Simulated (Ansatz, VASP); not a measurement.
# Au in VASP and in Ansatz

Contents of INCAR:

```
  ALGO = Normal
  EDIFF = 1E-6
  EDIFFG = -0.005
  ENCUT = 600
  IBRION = 2
  ISIF = 3
  ISMEAR = -1
  LASPH = T
  LCHARG = F
  LREAL = F
  LWAVE = F
  NELM = 100
  NSW = 45
  PREC = Accurate
  SIGMA = 0.05
```

Contents of KPOINTS:

```
k-points
0
Gamma
  13 13 13
```

POSCAR

```
Au
1.0
    0.0000000000      2.9759941187      2.9759941187
    2.9759941187      0.0000000000      2.9759941187
    2.9759941187      2.9759941187      0.0000000000
Au
2
Direct
   -0.1250000000     -0.1250000000     -0.1250000000
    0.1250000000      0.1250000000      0.1250000000
```

Input for Ansatz:

```yaml
crystal:
  lattice:
    - [0.0, 2.9759941187, 2.9759941187]
    - [2.9759941187, 0.0, 2.9759941187]
    - [2.9759941187, 2.9759941187, 0.0]
  atoms:
    - { symbol: Au, position: [-0.125, -0.125, -0.125] }
    - { symbol: Au, position: [0.125, 0.125, 0.125] }
kpoints:
  mp_grid: { grid: [13, 13, 13] }
scf:
  occupations: { method: fermi_dirac, width: 0.05 }
hamiltonian:
  xc: lda
  pseudopotentials:
    kind: all_electron
    lapw: { basis_error: 0.0005 }
    relativity: none
output:
  forces: true
  stress: true
  eigenvalues: true
  populations: true
relax:
  f_tol: 0.005
  max_steps: 25
  cell: {}
```

Alike in both runs: task relaxation of cell and atoms; functional LDA; k mesh 13 × 13 × 13; occupations fermi-dirac, width 0.05 eV; no spin polarisation.

|  | VASP | Ansatz |
| --- | --- | --- |
| version | VASP 6.6.1 | Ansatz 0.2.0 |
| potentials or method | VASP PAW LDA potentials, release 64 (Au), cutoff 600 eV | all-electron LAPW, non-relativistic |

```tsv
	VASP	Ansatz	Ansatz less VASP
relaxed volume (Å³/atom)	26.46	32.27	+5.809
relaxed length of the cell vector where the two differ most in proportion (Å)	4.214	4.503	+0.2882
```

LDA's correlation is that of Perdew and Zunger in VASP and of Perdew and Wang (1992) in Ansatz. Ansatz ran all-electron here, and VASP with PAW potentials.

Neither program's run includes spin-orbit coupling.
